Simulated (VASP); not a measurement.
Wanted: the native input for a VASP 6.6.1 run.

```yaml
Task: single point
Functional: PBEsol
Potentials_or_basis: VASP PAW PBE potentials, release 64 (Al, N)
Cutoff: 520 eV
k_mesh: 10 × 10 × 10
Occupations: gaussian, width 0.05 eV
Spin: no spin polarisation
Dipole_correction: no
Further_INCAR_settings: ALGO = Normal; EDIFF = 1e-07; NBANDS = 11
```

The structure of AlN lies in POSCAR:

```
AlN
1.0
   -0.0808908813      2.0222720330      2.0222720330
    1.9413811517      0.0000000000      1.9413811517
    2.0222720330      2.0222720330     -0.0808908813
Al N
1 1
Direct
    0.5000000000      0.5000000000      0.5000000000
    0.0000000000      0.0000000000      0.0000000000
```

This cell differs from its parent crystal: engineering shear strain xz -0.0800, engineering shear strain yz +0.0000.

One way to write it, as run:

INCAR

```
SYSTEM = AlN
PREC = Accurate
ENCUT = 520
EDIFF = 1E-7
ISMEAR = 0
SIGMA = 0.05
LREAL = .False.
LASPH = .True.
NELM = 100
ALGO = Normal
ISIF = 2
LWAVE = .False.
LCHARG = .False.
GGA = PS
NBANDS = 11
```

KPOINTS

```
Automatic mesh
0
Gamma
  10 10 10
  0 0 0
```

Potentials or basis: VASP PAW PBE potentials, release 64 (Al, N).

The run is started by

```bash
$ cat potpaw_PBE.64/Al/POTCAR potpaw_PBE.64/N/POTCAR > POTCAR
$ mpirun -np 1 vasp_std > vasp.out
```

It gave:

```
Pressure               : 0.9 GPa
Band gap on the k mesh : 2.93 eV, indirect (least direct gap 4.84 eV)
```

Caveat: the cell differs from its parent crystal (engineering shear strain xz -0.0800, engineering shear strain yz +0.0000); the PAW data sets were made with another functional, which shifts forces and pressure a little.

It took 15 s on 1 thread of Intel(R) Xeon(R) Platinum 8488C (Sapphire Rapids), on a shared host, peak memory 0.14 GiB.
